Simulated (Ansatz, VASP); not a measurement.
GdO in VASP and in Ansatz

```
CELL_PARAMETERS angstrom
0.00000 2.70000 2.70000
2.70000 0.00000 2.70000
2.70000 2.70000 0.00000
ATOMIC_POSITIONS crystal
Gd 0.00000 0.00000 0.00000
O 0.25000 0.25000 0.25000
```

Alike in both runs: task single point; functional PBE; k mesh 6 × 6 × 6; occupations gaussian, width 0.1 eV; collinear spin.

|  | VASP | Ansatz |
| --- | --- | --- |
| version | VASP 6.6.1 | Ansatz 0.2.0 |
| potentials or method | VASP PAW PBE potentials, release 64 (Gd, O), cutoff 600 eV | scalar-relativistic, plane waves, PAW |
| valence electrons in the cell | 24 | 24 |

```tsv
	VASP	Ansatz	Ansatz less VASP
gap on the k mesh at the Fermi level (eV)	none	none	-
pressure (GPa)	-0.6	-0.6	-0.02
net moment per atom (μB)	3.78	3.76	-0.018
size of the moment on the site where the two differ most (μB)	6.87	6.82	-0.052
```

Site moments also hang on the region over which each program counts them. A gap of «none» marks a metal or a gap that the smearing closes. With one functional, cell and mesh, what is left measures potentials, basis and numerics.

Spin-orbit coupling is off throughout.
